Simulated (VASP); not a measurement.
# Ga9P8 (a cell with a defect) in VASP: further runs

Ga9P8 (a cell with a defect) is run at these levels: PBE; tasks: single point.

Program: VASP 6.6.1. These are calculated values, not measurements. Logs are shortened: lines on timing, memory, paths and dates and some standing lists are left out, and cuts for length are marked.

### Step 1. The cell of the first run

The cell holds a defect, 17 atoms: a = 7.785 Å, b = 7.785 Å, c = 7.785 Å, α = 60.00°, β = 60.00°, γ = 60.00°.

### Step 2. Single point, PBE

The input, INCAR:

```
ALGO     = Normal         # electronic algorithm
EDIFF    = 1E-7           # SCF threshold, eV
ENCUT    = 520            # plane-wave cutoff, eV
GGA      = PE             # functional
ISIF     = 2              # what is computed and relaxed
ISMEAR   = 0              # smearing method
LASPH    = T              # aspherical terms in the spheres
LCHARG   = T              # write CHGCAR
LELF     = T              # ELF
LREAL    = Auto         
LVHAR    = T            
LWAVE    = F              # write WAVECAR
NBANDS   = 92             # bands
NELM     = 80             # most SCF steps
PREC     = Accurate       # precision mode
SIGMA    = 0.02           # smearing width, eV
```

The input, KPOINTS:

```
k-points
0
Gamma
  2 2 2
```

The input, POSCAR:

```
Ga9P8
1.0
   -5.5051169764      5.5051169764      0.0000000000
   -5.5051169764      0.0000000000      5.5051169764
    0.0000000000      5.5051169764      5.5051169764
Ga P
9 8
Direct
    1.0029232846      1.0028615239      0.5185066934
    0.4857300056      1.0013588310      0.5176673833
    1.0014204101      0.4856695165      0.5176661118
    0.9828083623      0.9827482364      0.0613850716
    0.5434582976      0.5433963552      0.3740713429
    0.4827057284      1.0446351140     -0.0023700677
    1.0446970563      0.4826454209     -0.0023697044
    0.4812106648      0.4811470876     -0.0047648397
    0.6983059609      0.6982449268      0.9150817361
    0.8587990083      0.8587379742      0.4335827940
    0.3732550114      0.8942092459      0.3671114544
    0.8942711883      0.3731934324      0.3671114544
    0.8841257181      0.8840643207      0.8924548781
    0.3719042681      0.3718428707      0.3649231267
    0.3510323229      0.8791620634      0.8920106550
    0.8792244599      0.3509715612      0.8920100192
    0.4008836705      0.4008220914      0.7990592241
```

Potentials or basis: VASP PAW PBE potentials, release 64 (Ga_d, P).

Started as:

```sh
cat potpaw_PBE.64/Ga_d/POTCAR potpaw_PBE.64/P/POTCAR > POTCAR
mpirun -np 1 vasp_std > vasp.out
```

OUTCAR:

```text
EDIFF = 1E-7
   ENCUT = 520
   GGA = PE
   ISIF = 2
   ISMEAR = 0
   LASPH = T
   LREAL = Auto
   NELM = 80
   PREC = Accurate

 ion  position               nearest neighbor table
   1  0.003  0.003  0.519-  11 2.36  12 2.36  13 2.38  10 2.39
   2  0.486  0.001  0.518-  11 2.36  14 2.36  15 2.38  10 2.39
   3  0.001  0.486  0.518-  12 2.36  14 2.36  16 2.38  10 2.39
   4  0.983  0.983  0.061-  13 2.35  16 2.36  15 2.36  10 2.37
   5  0.543  0.543  0.374-  11 2.35  12 2.35  14 2.36  17 2.70   9 2.92
   6  0.483  0.045  0.998-  17 2.33  11 2.36  13 2.56  15 2.57   9 2.58
   7  0.045  0.483  0.998-  17 2.33  12 2.36  13 2.56  16 2.57   9 2.58
   8  0.481  0.481  0.995-  17 2.33  14 2.36  16 2.54  15 2.54   9 2.62
   9  0.698  0.698  0.915-  16 2.40  15 2.40  13 2.41   6 2.58   7 2.58   8 2.62   5 2.92
  10  0.859  0.859  0.434-   4 2.37   1 2.39   3 2.39   2 2.39
  11  0.373  0.894  0.367-   5 2.35   6 2.36   2 2.36   1 2.36
  12  0.894  0.373  0.367-   5 2.35   7 2.36   3 2.36   1 2.36
  13  0.884  0.884  0.892-   4 2.35   1 2.38   9 2.41   7 2.56   6 2.56
  14  0.372  0.372  0.365-   5 2.36   8 2.36   3 2.36   2 2.36
  15  0.351  0.879  0.892-   4 2.36   2 2.38   9 2.40   8 2.54   6 2.57
  16  0.879  0.351  0.892-   4 2.36   3 2.38   9 2.40   8 2.54   7 2.57
  17  0.401  0.401  0.799-   8 2.33   7 2.33   6 2.33   5 2.70

  LATTYP: Found a face centered cubic cell.
 ALAT       =    11.0102339528

  Lattice vectors:

 A1 = (  -5.5051169764,   5.5051169764,   0.0000000000)
 A2 = (  -5.5051169764,   0.0000000000,   5.5051169764)
 A3 = (   0.0000000000,   5.5051169764,   5.5051169764)

Analysis of symmetry for initial positions (statically):
=====================================================================
 Subroutine PRICEL returns:
 Original cell was already a primitive cell.

 Routine SETGRP: Setting up the symmetry group for a
 face centered cubic supercell.

 Subroutine GETGRP returns: Found  2 space group operations
 (whereof  1 operations were pure point group operations)
 out of a pool of 48 trial point group operations.

The static configuration has the point symmetry C_1 .
 The point group associated with its full space group is C_1h.

Analysis of symmetry for dynamics (positions and initial velocities):
=====================================================================
 Subroutine PRICEL returns:
 Original cell was already a primitive cell.

 Routine SETGRP: Setting up the symmetry group for a
 face centered cubic supercell.

 Subroutine GETGRP returns: Found  2 space group operations
 (whereof  1 operations were pure point group operations)
 out of a pool of 48 trial point group operations.

The dynamic configuration has the point symmetry C_1 .
 The point group associated with its full space group is C_1h.

 Subroutine INISYM returns: Found  2 space group operations
 (whereof  1 operations are pure point group operations),
 and found     1 'primitive' translations

----------------------------------------------------------------------------------------

                                     Primitive cell

  volume of cell :     333.6796

  direct lattice vectors                    reciprocal lattice vectors
    -5.505116976  5.505116976  0.000000000    -0.090824591  0.090824591 -0.090824591
    -5.505116976  0.000000000  5.505116976    -0.090824591 -0.090824591  0.090824591
     0.000000000  5.505116976  5.505116976     0.090824591  0.090824591  0.090824591

  length of vectors
     7.785411090  7.785411090  7.785411090     0.157312807  0.157312807  0.157312807

  position of ions in fractional coordinates (direct lattice)
     0.002923285  0.002861524  0.518506693
     0.485730006  0.001358831  0.517667383
     0.001420410  0.485669517  0.517666112
     0.982808362  0.982748236  0.061385072
     0.543458298  0.543396355  0.374071343
     0.482705728  0.044635114  0.997629932
[... 9 lines left out ...]
     0.879224460  0.350971561  0.892010019
     0.400883671  0.400822091  0.799059224

  ion indices of the primitive-cell ions
   primitive index   ion index
                 1           1
                 2           2
                 3           3
                 4           4
                 5           5
                 6           6
[... 9 lines left out ...]
                16          16
                17          17

----------------------------------------------------------------------------------------

 KPOINTS: k-points

Automatic generation of k-mesh.
 Grid dimensions read from file:
 generate k-points for:    2    2    2

 Generating k-lattice:

  Cartesian coordinates                     Fractional coordinates (reciprocal lattice)
    -0.045412296  0.045412296 -0.045412296     0.500000000  0.000000000  0.000000000
    -0.045412296 -0.045412296  0.045412296     0.000000000  0.500000000  0.000000000
     0.045412296  0.045412296  0.045412296     0.000000000  0.000000000  0.500000000

  Length of vectors
[... 62 lines left out ...]
   LHFCALC =     F    Hartree Fock is set to
   AEXX    =    0.0000 exact exchange contribution
   IVDW    =     0    specifies the selected vdW correction
   LEPSILON=     F    determine dielectric tensor
   LRPA    =     F    only Hartree local field effects (RPA)
 non-spin polarized calculation
 Gauss-broadening in eV      SIGMA  =   0.02
  energy-cutoff  :      520.00
  volume of cell :      333.68
 maximum number of plane-waves:      9089
 NGX is ok and might be reduce to    60
   NGX = 29   NGY = 29   NGZ = 29

 number of electron     157.0000002 magnetization

 Free energy of the ion-electron system (eV)
  ---------------------------------------------------
  ext. energy  EPLUGINS =         0.00000000
  ---------------------------------------------------
  free energy    TOTEN  =       -70.95040389 eV

  energy without entropy =      -70.94794706  energy(sigma->0) =      -70.94917548

 E-fermi :   5.8252     XC(G=0): -10.0451

 val. band max:        5.8177934842   @ k =   0.0000   0.0000   0.5000
 cond. band min:       5.8326764200   @ k =   0.5000   0.5000   0.0000
 fundamental gap:      0.0148829358
 Fermi energy:         5.8252357296

 k-point     1 :       0.0000    0.0000    0.0000
  band No.  band energies     occupation
      1      -9.8980      2.00000
      2      -9.8751      2.00000
      3      -9.8739      2.00000
      4      -9.8504      2.00000
      5      -9.8184      2.00000
      6      -9.8082      2.00000
[... 82 lines left out ...]
     89       8.0944      0.00000
     90       8.1008      0.00000

 k-point     2 :       0.5000    0.0000    0.0000
  band No.  band energies     occupation
      1      -9.9228      2.00000
      2      -9.8702      2.00000
      3      -9.8603      2.00000
      4      -9.8391      2.00000
      5      -9.8071      2.00000
      6      -9.7982      2.00000
[... 82 lines left out ...]
     89       8.9940      0.00000
     90       9.1088      0.00000

 k-point     3 :       0.0000    0.0000    0.5000
  band No.  band energies     occupation
      1      -9.8975      2.00000
      2      -9.8727      2.00000
      3      -9.8709      2.00000
      4      -9.8459      2.00000
      5      -9.8131      2.00000
      6      -9.8039      2.00000
[... 82 lines left out ...]
     89       9.2312      0.00000
     90       9.3014      0.00000

 k-point     4 :       0.5000    0.5000    0.5000
  band No.  band energies     occupation
      1      -9.9202      2.00000
      2      -9.8709      2.00000
      3      -9.8597      2.00000
      4      -9.8440      2.00000
      5      -9.8037      2.00000
      6      -9.7993      2.00000
[... 82 lines left out ...]
     89       8.9983      0.00000
     90       9.0822      0.00000

 k-point     5 :       0.5000    0.5000    0.0000
  band No.  band energies     occupation
      1      -9.9185      2.00000
      2      -9.8702      2.00000
      3      -9.8610      2.00000
      4      -9.8412      2.00000
      5      -9.8038      2.00000
      6      -9.7963      2.00000
[... 82 lines left out ...]
     89       9.0860      0.00000
     90       9.1548      0.00000

 k-point     6 :       0.0000    0.5000    0.5000
  band No.  band energies     occupation
      1      -9.9212      2.00000
      2      -9.8697      2.00000
      3      -9.8615      2.00000
      4      -9.8356      2.00000
      5      -9.8041      2.00000
      6      -9.7982      2.00000
[... 82 lines left out ...]
     89       9.1224      0.00000
     90       9.1788      0.00000
 [bands above 90 left out]

------------------------ aborting loop because EDIFF is reached ----------------------------------------

  FORCE on cell =-STRESS in cart. coord.  units (eV):
  Direction    XX          YY          ZZ          XY          YZ          ZX
  --------------------------------------------------------------------------------------
  -------------------------------------------------------------------------------------
  Total        9.9153795      9.3469859      9.3469859     -2.3057758     -1.9145021     -2.3057755
  in kB       47.6091328     44.8799659     44.8799659    -11.0712843     -9.1925666    -11.0712832
  external PRESSURE =      45.7896882 kB  Pullay stress =       0.0000000 kB

 VOLUME and BASIS-vectors are now :
 -----------------------------------------------------------------------------
  energy-cutoff  :      520.00
  volume of cell :      333.68
      direct lattice vectors                 reciprocal lattice vectors
    -5.505116976  5.505116976  0.000000000    -0.090824591  0.090824591 -0.090824591
    -5.505116976  0.000000000  5.505116976    -0.090824591 -0.090824591  0.090824591
     0.000000000  5.505116976  5.505116976     0.090824591  0.090824591  0.090824591

 POSITION                                       TOTAL-FORCE (eV/Angst)
 -----------------------------------------------------------------------------------
     -0.03185      2.87053      2.87019         0.012376      0.004770      0.004770
     -2.68148      5.52382      2.85730        -0.005036      0.010114     -0.002049
     -2.68149      2.85763      5.52348        -0.005036     -0.002049      0.010114
    -10.82062      5.74841      5.74808        -0.003490     -0.005104     -0.005104
     -5.98326      5.05111      5.05077        -0.002233     -0.006688     -0.006688
     -2.90307      8.14942      5.73779        -0.005149     -0.002851      0.010710
[... 9 lines left out ...]
     -6.77237      9.75085      6.84276        -0.001503      0.001078     -0.006589
     -4.41348      6.60583      6.60549         0.012490      0.006700      0.006700
 -----------------------------------------------------------------------------------
    total drift:                                0.000688      0.001584      0.002937

  FREE ENERGIE OF THE ION-ELECTRON SYSTEM (eV)
  ---------------------------------------------------
  free  energy   TOTEN  =       -70.9504038946 eV

  energy  without entropy=      -70.9479470622  energy(sigma->0) =      -70.94917548
```

Wall time 3.4 min (1 thread of Intel Xeon 6975P-C (Granite Rapids), shared host); peak memory 0.53 GiB.

What came out:

| Property | Result |
| --- | --- |
| Free energy | -70.9504 eV |
| Pressure | 4.6 GPa |
| Largest force | 0.017 eV/Å |
| Band gap on the k mesh | zero (an odd number of electrons rules out a gap without spin polarisation) |

Forces in eV/Å, atoms in the order of the input:
```
Ga   0.012  0.005  0.005
Ga  -0.005  0.010 -0.002
Ga  -0.005 -0.002  0.010
Ga  -0.003 -0.005 -0.005
Ga  -0.002 -0.007 -0.007
Ga  -0.005 -0.003  0.011
Ga  -0.005  0.011 -0.003
Ga   0.006 -0.005 -0.005
Ga  -0.016  0.002  0.002
P    0.006 -0.001 -0.001
P    0.001  0.002 -0.004
P    0.001 -0.004  0.002
P    0.008 -0.011 -0.011
P   -0.001  0.007  0.007
P   -0.002 -0.007  0.001
P   -0.002  0.001 -0.007
P    0.012  0.007  0.007
```

Caveat: the k points lie up to 0.49 Å⁻¹ apart, too coarse for converged energies and pressures of a metal.

### Step 3. Single point, PBE

The input, INCAR:

```
SYSTEM = Ga9P8
PREC = Accurate
ENCUT = 520
EDIFF = 1E-7
ISMEAR = 0
SIGMA = 0.02
LREAL = Auto
LASPH = .True.
NELM = 60
ALGO = Normal
ISIF = 2
LWAVE = .False.
LCHARG = .False.
GGA = PE
NBANDS = 92
```

The input, KPOINTS:

```
Automatic mesh
0
Gamma
  2 2 2
  0 0 0
```

The input, POSCAR:

```
Ga9P8
1.0
   -5.5051169764      5.5051169764      0.0000000000
   -5.5051169764      0.0000000000      5.5051169764
    0.0000000000      5.5051169764      5.5051169764
Ga P
9 8
Direct
    1.0026434540      1.0025791502      0.5057101442
    0.5002848281      1.0025678880      0.5057386631
    1.0026302845      0.5002238848      0.5057383907
    0.9990143758      0.9989524334      0.0145424703
    0.5205052885      0.5204446177      0.4498635561
    0.4883016131      1.0397756350     -0.0048117960
    1.0398369416      0.4882374001     -0.0048109786
    0.4884404839      0.4883845360     -0.0047225155
    0.6518514530      0.6517900556      1.0566595633
    0.8746349116      0.8745751490      0.3874454456
    0.3726509371      0.8934237040      0.3724374993
    0.8934850106      0.3725865424      0.3724410415
    0.8813296831      0.8812690122      0.8774333081
    0.3727172390      0.3726542068      0.3725855434
    0.3715669456      0.8812585674      0.8774733617
    0.8813175126      0.3715054573      0.8774734526
    0.3955443652      0.3954827862      0.8252731085
```

Potentials or basis: VASP PAW PBE potentials, release 64 (Ga_d, P).

Started as:

```sh
cat potpaw_PBE.64/Ga_d/POTCAR potpaw_PBE.64/P/POTCAR > POTCAR
mpirun -np 1 vasp_std > vasp.out
```

Run time: 3.3 min. Hardware: 1 thread of Intel Xeon 6975P-C (Granite Rapids), shared host; peak memory 0.52 GiB.

It converged, with:

* Free energy: -71.3188 eV
* Pressure: 6.0 GPa
* Largest force: 0.020 eV/Å
* Band gap on the k mesh: zero (an odd number of electrons rules out a gap without spin polarisation)

Forces on the atoms (eV/Å):
```
Ga  -0.002  0.002  0.002
Ga   0.000 -0.004  0.001
Ga   0.000  0.001 -0.004
Ga  -0.007 -0.001 -0.001
Ga   0.003  0.003  0.003
Ga  -0.009 -0.011  0.014
Ga  -0.009  0.014 -0.011
Ga   0.013 -0.008 -0.008
Ga   0.016  0.005  0.005
P    0.000 -0.003 -0.003
P   -0.001  0.009 -0.002
P   -0.001 -0.002  0.009
P   -0.007 -0.002 -0.002
P   -0.004 -0.003 -0.003
P   -0.001 -0.003 -0.004
P   -0.001 -0.004 -0.003
P    0.007  0.008  0.008
```

Stress tensor (GPa, compression positive):
```
 5.97 -0.59 -0.59
-0.59  5.98 -0.60
-0.59 -0.60  5.98
```

Levels at points of the mesh, in eV from the Fermi level:
```tsv
k point	band 75	band 76	band 77	band 78	band 79	band 80	band 81	band 82
(0.00, 0.00, 0.00)	-2.21	-1.38	-1.37	-1.37	-0.31	-0.07	-0.07	0.07
(0.50, 0.00, 0.00)	-2.02	-1.96	-1.95	-1.18	0.08	0.46	0.83	0.94
(0.00, 0.00, 0.50)	-2.02	-1.91	-1.91	-1.36	-0.16	0.69	0.78	0.78
(0.50, 0.50, 0.50)	-2.02	-1.96	-1.95	-1.18	0.08	0.46	0.83	0.93
(0.50, 0.50, 0.00)	-2.55	-2.47	-2.38	-0.67	0.59	0.98	1.23	1.33
(0.00, 0.50, 0.50)	-2.55	-2.47	-2.38	-0.67	0.59	0.98	1.24	1.33
```

Caveat: the k points lie up to 0.49 Å⁻¹ apart, too coarse for converged energies and pressures of a metal.

### Step 4. Single point, PBE

The input, INCAR:

```
PREC = Accurate ; ENCUT = 520
EDIFF = 1E-6 ; ISMEAR = 0
SIGMA = 0.02 ; LREAL = Auto
LASPH = T ; NELM = 60
ALGO = Normal ; ISIF = 2
LWAVE = F ; LCHARG = T
GGA = PE ; LELF = T
LVHAR = T ; NBANDS = 92
```

The input, KPOINTS:

```
regular mesh
0
Gamma
  2 2 2
```

The input, POSCAR:

```
Ga9P8
1.0
   -5.5051169764      5.5051169764      0.0000000000
   -5.5051169764      0.0000000000      5.5051169764
    0.0000000000      5.5051169764      5.5051169764
Ga P
9 8
Direct
    0.9993192740      0.9992586031      0.4894176657
    0.5007217852      1.0028059392      0.4928583737
    1.0028668825      0.5006599336      0.4928590095
    1.0028399076      1.0027779652     -0.0093218728
    0.4884832623      0.4884207750      0.5297045481
    0.4885729062      1.0391363207     -0.0212743890
    1.0391978090      0.4885143243     -0.0212757514
    0.5201063869      0.5200435363      0.0102650861
    0.6510401169      0.6509798094      1.1415265156
    0.8750127419      0.8749506179      0.3650466482
    0.3718564944      0.8811895407      0.3715932847
    0.8812513014      0.3717956419      0.3715921948
    0.8813200556      0.8812581133      0.8619631554
    0.3729276796      0.3728666455      0.3834864017
    0.3729207769      0.8932132634      0.8629234438
    0.8932758416      0.3728591070      0.8629240796
    0.3950422869      0.3949805262      0.8855154252
```

Started as:

```sh
cat potpaw_PBE.64/Ga_d/POTCAR potpaw_PBE.64/P/POTCAR > POTCAR
mpirun -np 1 vasp_std > vasp.out
```

Wall time 3.1 min (1 thread of Intel Xeon 6975P-C (Granite Rapids), shared host); peak memory 0.52 GiB.

It converged, with:

| Quantity | Value |
| --- | --- |
| Free energy | -71.3190 eV |
| Pressure | 6.0 GPa |
| Largest force | 0.017 eV/Å |
| Band gap on the k mesh | zero (an odd number of electrons rules out a gap without spin polarisation) |

Forces on the atoms (eV/Å):
```
Ga  -0.003  0.004  0.004
Ga   0.004 -0.001  0.001
Ga   0.004  0.001 -0.001
Ga   0.001 -0.001 -0.001
Ga   0.009  0.010  0.010
Ga  -0.010 -0.009  0.009
Ga  -0.010  0.009 -0.009
Ga   0.002 -0.004 -0.004
Ga   0.001 -0.005 -0.005
P   -0.005  0.000  0.000
P   -0.002 -0.002  0.005
P   -0.002  0.005 -0.002
P    0.000 -0.001 -0.001
P    0.002 -0.003 -0.003
P    0.000  0.002  0.002
P    0.000  0.002  0.002
P    0.011 -0.008 -0.008
```

Stress tensor (GPa, compression positive):
```
 5.99  0.59  0.59
 0.59  5.98 -0.59
 0.59 -0.59  5.98
```

Levels at points of the mesh, in eV from the Fermi level:
```tsv
k point	band 74	band 75	band 76	band 77	band 78	band 79	band 80	band 81	band 82	band 83
(0.00, 0.00, 0.00)	-2.31	-2.21	-1.38	-1.37	-1.37	-0.30	-0.07	-0.07	0.07	0.19
(0.50, 0.00, 0.00)	-2.14	-2.02	-1.96	-1.95	-1.18	0.07	0.46	0.83	0.94	0.99
(0.00, 0.00, 0.50)	-2.14	-2.02	-1.96	-1.95	-1.18	0.07	0.47	0.83	0.94	0.99
(0.50, 0.50, 0.50)	-2.02	-2.02	-1.91	-1.91	-1.36	-0.16	0.69	0.78	0.79	0.90
(0.50, 0.50, 0.00)	-2.60	-2.55	-2.47	-2.38	-0.67	0.59	0.99	1.24	1.32	1.40
(0.00, 0.50, 0.50)	-2.60	-2.55	-2.47	-2.38	-0.67	0.59	0.98	1.23	1.32	1.40
```

Caveat: the k points lie up to 0.49 Å⁻¹ apart, too coarse for converged energies and pressures of a metal.

### Step 5. The runs side by side

| cell | gap on the mesh (eV) | pressure (GPa) | largest force (eV/Å) |
| --- | --- | --- | --- |
| as given, atomic positions A | none | 4.6 | 0.02 |
| as given, atomic positions B | none | 6.0 | 0.02 |
| as given, atomic positions C | none | 6.0 | 0.02 |

Alike in all rows: task single point; level PBE; potentials or basis VASP PAW PBE potentials, release 64 (Ga_d, P); no spin polarisation; k mesh 2 × 2 × 2; cutoff (eV) 520; smearing gaussian 0.02 eV.

Caveats: all runs use coarse meshes.

Total energies depend on the potentials used, so only differences within one code and one set of settings carry meaning.
